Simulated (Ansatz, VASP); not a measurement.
**C: VASP beside Ansatz**

The input INCAR:

```
AGGAC = 1.0
AGGAX = 1.0
ALDAC = 0.0
ALDAX = 1.0
ALGO = Normal
EDIFF = 1E-6
ENCUT = 520
GGA = B5
ISIF = 2
ISMEAR = -1
IVDW = 13
LASPH = True
LCHARG = True
LELF = True
LREAL = False
LVHAR = True
LWAVE = False
NBANDS = 26
NELM = 60
PREC = Accurate
SIGMA = 0.05
VDW_A1 = 0.44488865
VDW_A2 = 4.0933009
VDW_S6 = 1.0
VDW_S8 = 2.34076671
```

KPOINTS

```
k-points
0
Gamma
  12 12 4
```

File POSCAR:

```
C
1.0
    2.5552893324      0.0000000000      0.0000000000
   -1.2776446662      2.2129454759      0.0000000000
    0.0000000000      0.0000000000      8.3454953252
C
8
Direct
    0.6666666667      0.3333333333      0.8437500000
    0.3333333333      0.6666666667      0.3437500000
    0.6666666667      0.3333333333      0.6562500000
    0.3333333333      0.6666666667      0.1562500000
    0.0000000000      0.0000000000      0.9062500000
    0.0000000000      0.0000000000      0.4062500000
    0.0000000000      0.0000000000      0.5937500000
    0.0000000000      0.0000000000      0.0937500000
```

The input input.yaml:

```yaml
crystal:
  lattice:
    - [2.5552893324, 0.0, 0.0]
    - [-1.2776446662, 2.2129454759, 0.0]
    - [0.0, 0.0, 8.3454953252]
  atoms:
    - { symbol: C, position: [0.6666666667, 0.3333333333, 0.84375] }
    - { symbol: C, position: [0.3333333333, 0.6666666667, 0.34375] }
    - { symbol: C, position: [0.6666666667, 0.3333333333, 0.65625] }
    - { symbol: C, position: [0.3333333333, 0.6666666667, 0.15625] }
    - { symbol: C, position: [0.0, 0.0, 0.90625] }
    - { symbol: C, position: [0.0, 0.0, 0.40625] }
    - { symbol: C, position: [0.0, 0.0, 0.59375] }
    - { symbol: C, position: [0.0, 0.0, 0.09375] }
hamiltonian:
  xc: blyp
  pseudopotentials: { kind: paw }
  dispersion: d4
kpoints:
  mp_grid: { grid: [12, 12, 4] }
scf:
  occupations: { method: fermi_dirac, width: 0.05 }
output:
  forces: true
  stress: true
  eigenvalues: true
  write_density: true
  write_potential: true
  elf: true
  volumetric_format: npy
```

Alike in both runs: task single point; functional BLYP; dispersion D4; k mesh 12 × 12 × 4; occupations fermi-dirac, width 0.05 eV; no spin polarisation.

|  | VASP | Ansatz |
| --- | --- | --- |
| version | VASP 6.6.1 | Ansatz 0.2.0 |
| potentials or method | VASP PAW PBE potentials, release 64 (C) | Ansatz PAW |
| plane-wave cutoff (eV) | 520 | 420 |
| valence electrons in the cell | 32 | 32 |

|  | VASP | Ansatz | Ansatz less VASP |
| --- | --- | --- | --- |
| gap on the k mesh at the Fermi level (eV) | 4.64 | 4.64 | +0.001 |
| least direct gap on the mesh (eV) | 5.26 | 5.25 | -0.004 |
| pressure (GPa) | -14.2 | -14.8 | -0.62 |
| traceless stress, the component that is largest in VASP (GPa) | 7.45 | 7.46 | +0.017 |
| rms of the force components (eV/Å) | 0.175 | 0.174 | -0.0004 |

VASP's potentials were made for PBE, not for BLYP. Atom by atom the forces differ by 0.001 eV/Å (rms over components).

Noted on Ansatz's run: Pulay correction over one GPa.
